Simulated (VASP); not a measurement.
## Fe: single point with r2SCAN

Fe:

```
Fe
1.0
    -1.47000    1.47000    1.47000
     1.47000   -1.47000    1.47000
     1.47000    1.47000   -1.47000
Fe
1
Direct
  0.00000 0.00000 0.00000
```

```json
{
 "Program": "VASP 6.6.1",
 "Task": "single point",
 "Functional": "r2SCAN",
 "Potentials or basis": "VASP PAW PBE potentials, release 64 (Fe)",
 "Cutoff": "520 eV",
 "k mesh": "14 × 14 × 14",
 "Occupations": "fermi-dirac, width 0.05 eV",
 "Spin": "collinear spin, ferromagnetic start",
 "Starting moments": "[4.0] μB"
}
```

```json
{
  "Pressure": "-11.1 GPa",
  "Net moment": "2.75 μB per cell",
  "Site moments": "Fe +2.84 μB",
  "Valence electrons inside the program's atomic spheres": "Fe 7.05"
}
```

Levels at points of the mesh, in eV from the Fermi level:
Spin up:
```
           k point  band 3  band 4  band 5  band 6  band 7  band 8
(0.00, 0.00, 0.00)   -3.17   -3.17   -2.10   -2.10   24.71   24.71
(0.50, 0.00, 0.00)   -2.07   -1.97   -0.94    0.44    6.04   17.96
(0.50, 0.50, 0.50)   -1.16   -1.16   -1.16    9.26    9.26    9.26
```
Spin down:
```csv
k point,band 1,band 2,band 3,band 4,band 5,band 6,band 7,band 8
"(0.00, 0.00, 0.00)",-8.84,0.40,0.40,0.40,2.43,2.43,24.35,24.35
"(0.50, 0.00, 0.00)",-3.24,-0.88,-0.16,2.26,2.68,3.15,8.37,17.93
"(0.50, 0.50, 0.50)",-2.34,-2.34,2.88,2.88,2.88,9.61,9.61,9.61
```

It took 2.8 min on 1 thread of AMD EPYC 9R45 (Zen 5) (shared host), peak memory 0.12 GiB.

Caveat: the PAW data sets were made with another functional, which shifts forces and pressure a little.
